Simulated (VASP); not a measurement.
Crystal: Ta2N.

```
Ta N
1.0
     5.29657    0.00000    0.00000
    -2.64829    4.58697    0.00000
     0.00000    0.00000    4.93918
Ta N
6 3
Direct
  0.66636 0.66636 0.75362
  0.00000 0.33364 0.75362
  0.33364 0.00000 0.75362
  0.33364 0.33364 0.24638
  0.00000 0.66636 0.24638
  0.66636 0.00000 0.24638
  0.66667 0.33333 0.50000
  0.33333 0.66667 0.50000
  0.00000 0.00000 0.00000
```

```yaml
Program: VASP 6.6.1
Task: relaxation of cell and atoms
Functional: LDA
Potentials_or_basis: VASP PAW LDA potentials, release 64 (Ta_pv, N)
Cutoff: 600 eV
k_mesh: 6 × 6 × 4
Occupations: gaussian, width 0.1 eV
Spin: no spin polarisation
```

At the start: pressure -9.7 GPa; volume 13.33 Å³/atom.

Q: How do energy, volume and symmetry change on relaxing?

A: Over 6 steps the energy falls by 13.5 meV/atom and the volume is 12.90 Å³/atom (-3.2 %); space group P-31m (No. 162, to 0.1 Å) before and after.

Step by step:
| step | energy change (eV) | largest force (eV/Å) | pressure (GPa) | volume (Å³) |
| --- | --- | --- | --- | --- |
| 1 | 0.0000 | 0.1435 | -9.71 | 120.00 |
| 2 | 0.8177 | 0.3247 | 33.49 | 106.50 |
| 3 | -0.1207 | 0.0590 | -0.33 | 116.28 |
| 4 | -0.1208 | 0.0563 | -0.04 | 116.16 |
| 5 | -0.1208 | 0.0545 | 0.18 | 116.09 |
| 6 | -0.1212 | 0.0133 | 0.18 | 116.10 |

Final structure:
```
Ta N
1.0
     5.23982    0.00000    0.00000
    -2.61991    4.53782    0.00000
     0.00000    0.00000    4.88281
Ta N
6 3
Direct
  0.66673 0.66673 0.75290
  0.00000 0.33327 0.75290
  0.33327 0.00000 0.75290
  0.33327 0.33327 0.24710
  0.00000 0.66673 0.24710
  0.66673 0.00000 0.24710
  0.66667 0.33333 0.50000
  0.33333 0.66667 0.50000
  0.00000 0.00000 0.00000
```
